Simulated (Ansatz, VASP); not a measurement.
## C: VASP beside Ansatz

```
C
1.0
     1.21771    0.70304    3.31888
    -1.21771    0.70304    3.31888
     0.00000   -1.40609    3.31888
C
2
Direct
  0.16400 0.16400 0.16400
  0.83600 0.83600 0.83600
```

Change from the starting cell: volume scaled by 0.975, PAW files.

Alike in both runs: task electric field gradients; functional PBE; k mesh 17 × 17 × 17; occupations fermi-dirac, width 0.03 eV; no spin polarisation.

|  | VASP | Ansatz |
| --- | --- | --- |
| version | VASP 6.6.1 | Ansatz 0.2.0 |
| potentials or method | VASP PAW PBE potentials, release 64 (C) | PAW with Ansatz's default frozen-core files, scalar-relativistic |
| plane-wave cutoff (eV) | 520 | 420 |
| valence electrons in the cell | 8 | 8 |

VASP gave:

- pressure (GPa): 12.5
- traceless stress, the component that is largest in VASP (GPa): -9.06
- rms of the force components (eV/Å): 0.494
- size of Vzz on the site where it differs most (V/Å²): 32.7

Q: Estimate Ansatz's values.

A: Pressure (GPa): 12.0; traceless stress, the component that is largest in VASP (GPa): -8.51; rms of the force components (eV/Å): 0.496; size of Vzz on the site where it differs most (V/Å²): 25.0.

Atom by atom the forces differ by 0.002 eV/Å (rms over components). With one functional, cell and mesh, what is left measures potentials, basis and numerics.
